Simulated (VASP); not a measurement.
Write the native input for VASP 6.6.1 that does the following.

* Task: single point
* Functional: PBE
* Potentials or basis: VASP PAW PBE potentials, release 64 (Ti_sv, O)
* Cutoff: 520 eV
* k mesh: 6 × 6 × 6
* Occupations: gaussian, width 0.01 eV
* Spin: no spin polarisation
* Dipole correction: no
* Further INCAR settings: ALGO = Normal; EDIFF = 1e-07; NBANDS = 19

The structure of TiO2 lies in POSCAR:

```
TiO2
1.0
    0.0000000000      2.4741971146      2.4741971146
    2.4741971146      0.0000000000      2.4741971146
    2.4741971146      2.4741971146      0.0000000000
Ti O
1 2
Direct
    0.0000000000      0.0000000000      0.0000000000
    0.2500000000      0.2500000000      0.2500000000
    0.7500000000      0.7500000000      0.7500000000
```

This cell differs from its parent crystal: volume changed by +10%.

The input as run:

INCAR

```
SYSTEM = TiO2
PREC     = Accurate       ! precision mode
ENCUT    = 520            ! plane-wave cutoff, eV
EDIFF    = 1E-7           ! SCF threshold, eV
ISMEAR   = 0              ! smearing method
SIGMA    = 0.01           ! smearing width, eV
LREAL    = .False.        ! projectors in reciprocal space
LASPH    = .True.         ! aspherical terms in the spheres
NELM     = 60             ! most SCF steps
ALGO     = Normal         ! electronic algorithm
ISIF     = 2              ! what is computed and relaxed
LWAVE    = .False.        ! write WAVECAR
LCHARG   = .True.         ! write CHGCAR
GGA      = PE             ! functional
LELF     = .True.         ! ELF
LVHAR    = .True.       
NBANDS   = 19             ! bands
```

KPOINTS

```
Automatic mesh
0
Gamma
  6 6 6
  0 0 0
```

Potentials or basis: VASP PAW PBE potentials, release 64 (Ti_sv, O).

The run is started by

```sh
$ cat potpaw_PBE.64/Ti_sv/POTCAR potpaw_PBE.64/O/POTCAR > POTCAR
$ mpirun -np 1 vasp_std > vasp.out
```

It gave:

```
Pressure               : -14.8 GPa
Band gap on the k mesh : 1.04 eV, indirect (least direct gap 1.62 eV)
```

It took 52 s on 1 thread of AMD EPYC 7R13, on a shared host, peak memory 0.13 GiB.
